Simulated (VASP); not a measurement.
# TiAl (Pm-3m) in VASP: notebook

Aim: see how the results for TiAl move with the level of theory and the settings. Levels: PBE, LDA, r2SCAN. Tasks: single point.

Program: VASP 6.6.1. These are calculated values, not measurements. Logs are shortened: lines on timing, memory, paths and dates and some standing lists are left out, and cuts for length are marked.

### Step 1. The cell of the first run

It takes space group Pm-3m (No. 221, cubic). Conventional cell: a = 3.223 Å, b = 3.223 Å, c = 3.223 Å, α = 90.00°, β = 90.00°, γ = 90.00°. Ti (site symmetry m-3m) has 8 Al at 2.79 Å and 6 Ti at 3.22 Å within 3.7 Å. Within 3.7 Å of Al (site symmetry m-3m) lie 8 Ti at 2.79 Å and 6 Al at 3.22 Å.

### Step 2. Single point, PBE (strained)

INCAR

```
PREC     = Accurate       # precision mode
ENCUT    = 520            # plane-wave cutoff, eV
EDIFF    = 1E-6           # SCF threshold, eV
ISMEAR   = 0              # smearing method
SIGMA    = 0.1            # smearing width, eV
LREAL    = F              # projectors in reciprocal space
LASPH    = T              # aspherical terms in the spheres
NELM     = 60             # most SCF steps
ALGO     = Normal         # electronic algorithm
ISIF     = 2              # what is computed and relaxed
LWAVE    = F              # write WAVECAR
LCHARG   = T              # write CHGCAR
GGA      = PE             # functional
LELF     = T              # ELF
LVHAR    = T            
NBANDS   = 14             # bands
```

KPOINTS

```
Automatic mesh
0
Gamma
  14 14 14
```

POSCAR

```
TiAl
1.0
    3.2232211990      0.0000000000      0.0000000000
    0.0000000000      3.2232211990      0.0000000000
    0.0000000000      0.0000000000      3.2232211990
Ti Al
1 1
Direct
    0.0000000000      0.0000000000      0.0000000000
    0.5000000000      0.5000000000      0.5000000000
```

Potentials or basis: VASP PAW PBE potentials, release 64 (Ti_sv, Al).

Started as:

```sh
$ cat potpaw_PBE.64/Ti_sv/POTCAR potpaw_PBE.64/Al/POTCAR > POTCAR
$ mpirun -np 1 vasp_std > vasp.out
```

OUTCAR:

```text
PREC = Accurate
   ENCUT = 520
   EDIFF = 1E-6
   ISMEAR = 0
   LREAL = F
   LASPH = T
   NELM = 60
   ISIF = 2
   GGA = PE

 ion  position               nearest neighbor table
   1  0.000  0.000  0.000-   2 2.79   2 2.79   2 2.79   2 2.79   2 2.79   2 2.79   2 2.79   2 2.79

   2  0.500  0.500  0.500-   1 2.79   1 2.79   1 2.79   1 2.79   1 2.79   1 2.79   1 2.79   1 2.79

  LATTYP: Found a simple cubic cell.
 ALAT       =     3.2232211990

  Lattice vectors:

 A1 = (   3.2232211990,   0.0000000000,   0.0000000000)
 A2 = (   0.0000000000,   3.2232211990,   0.0000000000)
 A3 = (   0.0000000000,   0.0000000000,   3.2232211990)

Analysis of symmetry for initial positions (statically):
=====================================================================
 Subroutine PRICEL returns:
 Original cell was already a primitive cell.

 Routine SETGRP: Setting up the symmetry group for a
 simple cubic supercell.

 Subroutine GETGRP returns: Found 48 space group operations
 (whereof 48 operations were pure point group operations)
 out of a pool of 48 trial point group operations.

The static configuration has the point symmetry O_h .

Analysis of symmetry for dynamics (positions and initial velocities):
=====================================================================
 Subroutine PRICEL returns:
 Original cell was already a primitive cell.

 Routine SETGRP: Setting up the symmetry group for a
 simple cubic supercell.

 Subroutine GETGRP returns: Found 48 space group operations
 (whereof 48 operations were pure point group operations)
 out of a pool of 48 trial point group operations.

The dynamic configuration has the point symmetry O_h .

 Subroutine INISYM returns: Found 48 space group operations
 (whereof 48 operations are pure point group operations),
 and found     1 'primitive' translations

----------------------------------------------------------------------------------------

                                     Primitive cell

  volume of cell :      33.4865

  direct lattice vectors                    reciprocal lattice vectors
     3.223221199  0.000000000  0.000000000     0.310248642  0.000000000  0.000000000
     0.000000000  3.223221199  0.000000000     0.000000000  0.310248642  0.000000000
     0.000000000  0.000000000  3.223221199     0.000000000  0.000000000  0.310248642

  length of vectors
     3.223221199  3.223221199  3.223221199     0.310248642  0.310248642  0.310248642

  position of ions in fractional coordinates (direct lattice)
     0.000000000  0.000000000  0.000000000
     0.500000000  0.500000000  0.500000000

[... 82 lines left out ...]
   ISIF   =      2    stress and relaxation
   ISYM   =      2    0-nonsym 1-usesym 2-fastsym
   POTIM  = 0.5000    time-step for ionic-motion
   TEBEG  =    0.0;   TEEND  =   0.0 temperature during run
   PSTRESS=    0.0 pullay stress
   NELECT =      15.0000    total number of electrons
   NUPDOWN=      -1.0000    fix difference up-down
   EMIN   =  10.00;   EMAX   =-10.00  energy-range for DOS
   EFERMI =   0.00;   METHOD = LEGACY
   ISMEAR =     0;   SIGMA  =   0.10  broadening in eV -4-tet -1-fermi 0-gaus
   EFERMI_NEDOS =   21; number of points for ismear=-14 and -15
   IALGO  =     38    algorithm
   IMIX   =      4    mixing-type and parameters
     AMIX     =   0.40;   BMIX     =  1.00
     AMIX_MAG =   1.60;   BMIX_MAG =  1.00
  volume/ion in A,a.u.               =      16.74       112.99
  Fermi-wavevector in a.u.,A,eV,Ry     =   1.252608  2.367086 21.347902  1.569027
  Thomas-Fermi vector in A             =   2.386500
   LORBIT       =      0    0 simple, 1 ext, 2 COOP (PROOUT), +10 PAW based schemes
   GGA     = PE    functional components
   LHFCALC =     F    Hartree Fock is set to
   AEXX    =    0.0000 exact exchange contribution
   IVDW    =     0    specifies the selected vdW correction
   LEPSILON=     F    determine dielectric tensor
   LRPA    =     F    only Hartree local field effects (RPA)
 non-spin polarized calculation
 Gauss-broadening in eV      SIGMA  =   0.10
  energy-cutoff  :      520.00
  volume of cell :       33.49
 maximum number of plane-waves:       922
 NGX is ok and might be reduce to    24
   NGX = 11   NGY = 11   NGZ = 11

 number of electron      14.9999997 magnetization

 Free energy of the ion-electron system (eV)
  ---------------------------------------------------
  ext. energy  EPLUGINS =         0.00000000
  ---------------------------------------------------
  free energy    TOTEN  =       -12.10314362 eV

  energy without entropy =      -12.09041489  energy(sigma->0) =      -12.09677925

 E-fermi :   8.3526     XC(G=0): -10.9104

 val. band max:        8.3406765024   @ k =   0.4286   0.0714   0.0714
 cond. band min:       8.3581071164   @ k =   0.2857   0.2857   0.0000
 fundamental gap:      0.0174306140
 Fermi energy:         8.3526012975

 k-point     1 :       0.0000    0.0000    0.0000
  band No.  band energies     occupation
      1     -48.6381      2.00000
      2     -24.8418      2.00000
      3     -24.8418      2.00000
      4     -24.8418      2.00000
      5      -0.7473      2.00000
      6       6.9976      2.00000
      7       6.9976      2.00000
      8      10.0552      0.00000
      9      10.0552      0.00000
     10      10.0552      0.00000
     11      12.5640      0.00000
     12      12.5640      0.00000
     13      12.5640      0.00000
     14      16.9091      0.00000
[... 377 lines left out ...]
      1     -48.6235      2.00000
      2     -24.9532      2.00000
      3     -24.8861      2.00000
      4     -24.8264      2.00000
      5       1.6707      2.00000
      6       5.2395      2.00000
      7       7.2200      2.00000
      8       8.2991      1.55081
      9       8.8637      0.00000
     10       9.6462      0.00000
     11      11.0892      0.00000
     12      13.1146      0.00000
     13      15.6739      0.00000
     14      16.1895      0.00000

 [... further k-points ...]
[... 5 lines left out ...]
  --------------------------------------------------------------------------------------
  -------------------------------------------------------------------------------------
  Total       -0.7623783     -0.7623783     -0.7623783      0.0000000     -0.0000000      0.0000000
  in kB      -36.4763014    -36.4763014    -36.4763014      0.0000000     -0.0000000      0.0000000
  external PRESSURE =     -36.4763014 kB  Pullay stress =       0.0000000 kB

 VOLUME and BASIS-vectors are now :
 -----------------------------------------------------------------------------
  energy-cutoff  :      520.00
  volume of cell :       33.49
      direct lattice vectors                 reciprocal lattice vectors
     3.223221199  0.000000000  0.000000000     0.310248642  0.000000000  0.000000000
     0.000000000  3.223221199  0.000000000     0.000000000  0.310248642  0.000000000
     0.000000000  0.000000000  3.223221199     0.000000000  0.000000000  0.310248642

 POSITION                                       TOTAL-FORCE (eV/Angst)
 -----------------------------------------------------------------------------------
      0.00000      0.00000      0.00000         0.000000      0.000000      0.000000
      1.61161      1.61161      1.61161         0.000000      0.000000      0.000000
 -----------------------------------------------------------------------------------
    total drift:                                0.000000      0.000000      0.000000

  FREE ENERGIE OF THE ION-ELECTRON SYSTEM (eV)
  ---------------------------------------------------
  free  energy   TOTEN  =       -12.1031436179 eV

  energy  without entropy=      -12.0904148889  energy(sigma->0) =      -12.09677925
```

Wall time 21 s (1 thread of Intel Xeon 6975P-C, shared host); peak memory 0.18 GiB.

Results:

```yaml
Free_energy: -12.1031 eV
Pressure: -3.6 GPa
```

Caveat: the cell differs from its parent crystal (strained).

### Step 3. Single point, PBE (strained)

INCAR

```
SYSTEM = TiAl
  PREC = Accurate
  ENCUT = 520
  EDIFF = 1E-7
  ISMEAR = 0
  SIGMA = 0.1
  LREAL = .FALSE.
  LASPH = .TRUE.
  NELM = 60
  ALGO = Fast
  ISIF = 2
  LWAVE = .FALSE.
  LCHARG = .TRUE.
  GGA = PE
  LELF = .TRUE.
  LVHAR = .TRUE.
  NBANDS = 14
```

KPOINTS

```
regular mesh
0
G
  14 14 14
  0 0 0
```

POSCAR

```
TiAl
1.0
    3.2224582236      0.0000000000      0.0000000000
    0.0000000000      3.2224582236      0.0000000000
    0.0000000000      0.0000000000      3.2224582236
Ti Al
1 1
Direct
    0.0000000000      0.0000000000      0.0000000000
    0.5000000000      0.5000000000      0.5000000000
```

Potentials or basis: VASP PAW PBE potentials, release 64 (Ti_sv, Al).

Started as:

```sh
$ cat potpaw_PBE.64/Ti_sv/POTCAR potpaw_PBE.64/Al/POTCAR > POTCAR
$ mpirun -np 1 vasp_std > vasp.out
```

OUTCAR:

```text
SYSTEM = TiAl
   PREC = Accurate
   ENCUT = 520
   EDIFF = 1E-7
   ISMEAR = 0
   LREAL = .FALSE.
   LASPH = .TRUE.
   NELM = 60
   ISIF = 2
   GGA = PE

 ion  position               nearest neighbor table
   1  0.000  0.000  0.000-   2 2.79   2 2.79   2 2.79   2 2.79   2 2.79   2 2.79   2 2.79   2 2.79

   2  0.500  0.500  0.500-   1 2.79   1 2.79   1 2.79   1 2.79   1 2.79   1 2.79   1 2.79   1 2.79

  LATTYP: Found a simple cubic cell.
 ALAT       =     3.2224582236

  Lattice vectors:

 A1 = (   3.2224582236,   0.0000000000,   0.0000000000)
 A2 = (   0.0000000000,   3.2224582236,   0.0000000000)
 A3 = (   0.0000000000,   0.0000000000,   3.2224582236)

Analysis of symmetry for initial positions (statically):
=====================================================================
 Subroutine PRICEL returns:
 Original cell was already a primitive cell.

 Routine SETGRP: Setting up the symmetry group for a
 simple cubic supercell.

 Subroutine GETGRP returns: Found 48 space group operations
 (whereof 48 operations were pure point group operations)
 out of a pool of 48 trial point group operations.

The static configuration has the point symmetry O_h .

Analysis of symmetry for dynamics (positions and initial velocities):
[... 171 lines left out ...]
      2     -24.8335      2.00000
      3     -24.8335      2.00000
      4     -24.8335      2.00000
      5      -0.7432      2.00000
      6       7.0032      2.00000
      7       7.0032      2.00000
      8      10.0636      0.00000
      9      10.0636      0.00000
     10      10.0636      0.00000
     11      12.5745      0.00000
     12      12.5745      0.00000
     13      12.5745      0.00000
     14      16.9202      0.00000
[... 377 lines left out ...]
      1     -48.6152      2.00000
      2     -24.9452      2.00000
      3     -24.8779      2.00000
      4     -24.8181      2.00000
      5       1.6761      2.00000
      6       5.2456      2.00000
      7       7.2264      2.00000
      8       8.3060      1.55191
      9       8.8711      0.00000
     10       9.6543      0.00000
     11      11.0988      0.00000
     12      13.1261      0.00000
     13      15.6849      0.00000
     14      16.2024      0.00000

 [... further k-points ...]
[... 5 lines left out ...]
  --------------------------------------------------------------------------------------
  -------------------------------------------------------------------------------------
  Total       -0.7411265     -0.7411265     -0.7411265      0.0000000      0.0000000      0.0000000
  in kB      -35.4846900    -35.4846900    -35.4846900      0.0000000      0.0000000      0.0000000
  external PRESSURE =     -35.4846900 kB  Pullay stress =       0.0000000 kB

 VOLUME and BASIS-vectors are now :
 -----------------------------------------------------------------------------
  energy-cutoff  :      520.00
  volume of cell :       33.46
      direct lattice vectors                 reciprocal lattice vectors
     3.222458224  0.000000000  0.000000000     0.310322099  0.000000000  0.000000000
     0.000000000  3.222458224  0.000000000     0.000000000  0.310322099  0.000000000
     0.000000000  0.000000000  3.222458224     0.000000000  0.000000000  0.310322099

 POSITION                                       TOTAL-FORCE (eV/Angst)
 -----------------------------------------------------------------------------------
      0.00000      0.00000      0.00000         0.000000      0.000000      0.000000
      1.61123      1.61123      1.61123         0.000000      0.000000      0.000000
 -----------------------------------------------------------------------------------
    total drift:                               -0.000000      0.000000      0.000000

  FREE ENERGIE OF THE ION-ELECTRON SYSTEM (eV)
  ---------------------------------------------------
  free  energy   TOTEN  =       -12.1036690800 eV

  energy  without entropy=      -12.0909489719  energy(sigma->0) =      -12.09730903
```

stdout:

```text
POSCAR found type information on POSCAR TiAl
 POSCAR found :  2 types and       2 ions
 scaLAPACK will be used
 LDA part: xc-table for (Slater+PW92), standard interpolation
 POSCAR, INCAR and KPOINTS ok, starting setup
 FFT: planning ... GRIDC
 FFT: planning ... GRID_SOFT
 FFT: planning ... GRID
 WAVECAR not read
 entering main loop
WARNING in EDDRMM: call to ZHEGV failed, returncode =   6  3      9
 num prob  num prob RMM:  20    -0.121036597972E+02   -0.42069E-05   -0.44169E-05  4602   0.180E-02    0.572E-03
WARNING in EDDRMM: call to ZHEGV failed, returncode =   8  4     14
WARNING in EDDRMM: call to ZHEGV failed, returncode =   8  4     11
 num prob RMM:  23    -0.121036651859E+02   -0.11510E-05   -0.11160E-05  3723   0.880E-03    0.104E-04
 num prob WARNING in EDDRMM: call to ZHEGV failed, returncode =   8  4      7
WARNING in EDDRMM: call to ZHEGV failed, returncode =   6  3     14
WARNING in EDDRMM: call to ZHEGV failed, returncode =   8  4     13
 num prob RMM:  25    -0.121036669702E+02   -0.62747E-06   -0.60694E-06  3051   0.633E-03    0.150E-04
WARNING in EDDRMM: call to ZHEGV failed, returncode =   6  3     14
WARNING in EDDRMM: call to ZHEGV failed, returncode =   8  4     14
WARNING in EDDRMM: call to ZHEGV failed, returncode =   8  4      4
 num prob RMM:  30    -0.121036687755E+02   -0.20291E-06   -0.21738E-06  2498   0.344E-03    0.144E-04
WARNING in EDDRMM: call to ZHEGV failed, returncode =   6  3      5
 num prob RMM:  33    -0.121036690800E+02   -0.62302E-07   -0.74926E-07  2367   0.273E-03
```

It took 55 s on 1 thread of Intel Xeon 6975P-C, shared host; peak memory 0.18 GiB.

What came out:

| Item | Value |
| --- | --- |
| Free energy | -12.1037 eV |
| Pressure | -3.5 GPa |

Caveat: the cell differs from its parent crystal (strained).

### Step 4. Single point, LDA (functional LDA, strained)

INCAR

```
PREC = Accurate
ENCUT = 520
EDIFF = 1E-6
ISMEAR = 0
SIGMA = 0.1
LREAL = False
LASPH = True
NELM = 80
ALGO = Normal
ISIF = 2
LWAVE = False
LCHARG = False
GGA = CA
NBANDS = 14
```

KPOINTS

```
Automatic mesh
0
Gamma
  14 14 14
```

POSCAR

```
TiAl
1.0
    3.2591446222      0.0000000000      0.0000000000
    0.0000000000      3.2591446222      0.0000000000
    0.0000000000      0.0000000000      3.2591446222
Ti Al
1 1
Direct
    0.0000000000      0.0000000000      0.0000000000
    0.5000000000      0.5000000000      0.5000000000
```

Potentials or basis: VASP PAW LDA potentials, release 64 (Ti_sv, Al).

Started as:

```sh
$ cat potpaw_LDA.64/Ti_sv/POTCAR potpaw_LDA.64/Al/POTCAR > POTCAR
$ mpirun -np 1 vasp_std > vasp.out
```

Wall time 19 s (1 thread of Intel Xeon 6975P-C, shared host); peak memory 0.17 GiB.

It converged, with:

```
Free energy : -13.1332 eV
Pressure    : -12.3 GPa
```

Levels at points of the mesh, in eV from the Fermi level:
| k point | band 4 | band 5 | band 6 | band 7 | band 8 | band 9 | band 10 | band 11 |
| --- | --- | --- | --- | --- | --- | --- | --- | --- |
| (0.00, 0.00, 0.00) | -32.93 | -8.87 | -1.25 | -1.25 | 1.58 | 1.58 | 1.58 | 4.08 |
| (0.50, 0.00, 0.00) | -32.92 | -5.86 | -4.90 | -0.47 | 0.09 | 0.09 | 1.76 | 2.69 |
| (0.50, 0.50, 0.00) | -32.90 | -4.81 | -1.98 | -1.98 | -1.35 | 0.62 | 0.62 | 2.47 |
| (0.50, 0.50, 0.50) | -33.03 | -2.85 | -2.85 | -2.85 | 0.15 | 2.53 | 2.53 | 2.81 |

Caveat: the cell differs from its parent crystal (functional LDA, strained).

[end of part 1 of 2]
